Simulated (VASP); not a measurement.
The system is Te.

```xyz
2
Lattice="3.4578 0.0000 0.0000 -1.7289 2.9945 0.0000 0.0000 0.0000 5.6016" Properties=species:S:1:pos:R:3 pbc="T T T"
Te    0.0000    1.9963    1.4004
Te    1.7289    0.9982    4.2012
```

This isn't the form of Te at room conditions, which is trigonal, of chains.

- Program: VASP 6.6.1
- Task: relaxation of cell and atoms
- Functional: PBE
- Potentials or basis: VASP PAW PBE potentials, release 64 (Te)
- Cutoff: 600 eV
- k mesh: 14 × 14 × 8
- Occupations: fermi-dirac, width 0.05 eV
- Spin: no spin polarisation

At the start: pressure -1.2 GPa; volume 29.00 Å³/atom.

Question: How do energy, volume and symmetry change on relaxing?

Answer: Over 23 steps the energy falls by 233.6 meV/atom and the volume is 31.40 Å³/atom (+8.3 %); space group P6_3/mmc (No. 194, to 0.1 Å) before and after.

The path:
| step | energy change (eV) | largest force (eV/Å) | pressure (GPa) | volume (Å³) |
| --- | --- | --- | --- | --- |
| 1 | 0.0000 | 0.0000 | -1.21 | 58.00 |
| 2 | -0.0504 | 0.0000 | 0.48 | 56.15 |
| 3 | -0.0254 | 0.0000 | 10.01 | 50.46 |
| 4 | -0.0882 | 0.0000 | 2.93 | 54.09 |
| 5 | -0.1154 | 0.0000 | 2.98 | 54.23 |
| 6 | -0.1983 | 0.0000 | 3.61 | 54.54 |
| 7 | -0.3044 | 0.0000 | 6.83 | 54.64 |
| 8 | -0.2716 | 0.0000 | 9.04 | 54.47 |
| 9 | -0.2992 | 0.0000 | 7.72 | 54.59 |
| 10 | -0.3286 | 0.0000 | 7.10 | 55.38 |
| 11 | -0.3797 | 0.0000 | 5.52 | 57.70 |
| 12 | -0.3574 | 0.0000 | 3.03 | 62.15 |
| 13 | -0.3847 | 0.0000 | 4.17 | 60.06 |
| 14 | -0.4146 | 0.0000 | 3.18 | 60.72 |
| 15 | -0.4631 | 0.0000 | 0.57 | 62.69 |
| 16 | -0.4664 | 0.0000 | -0.21 | 63.35 |
| 17 | -0.4664 | 0.0000 | -0.28 | 63.41 |
| 18 | -0.4666 | 0.0000 | -0.26 | 63.34 |
| 19 | -0.4670 | 0.0000 | -0.19 | 63.12 |
| 20 | -0.4670 | 0.0000 | -0.05 | 62.69 |
| 21 | -0.4672 | 0.0000 | -0.13 | 62.92 |
| 22 | -0.4672 | 0.0000 | -0.02 | 62.82 |
| 23 | -0.4672 | 0.0000 | -0.01 | 62.80 |

Final structure:
```yaml
crystal:
  lattice:
    - [4.06126, 0.00000, 0.00000]
    - [-2.03063, 3.51716, 0.00000]
    - [0.00000, 0.00000, 4.39620]
  atoms:
    - { symbol: Te, position: [0.33333, 0.66667, 0.25000] }
    - { symbol: Te, position: [0.66667, 0.33333, 0.75000] }
```

Caveat: a cell axis changed by over 15 % at a fixed basis, so the end point is rough.
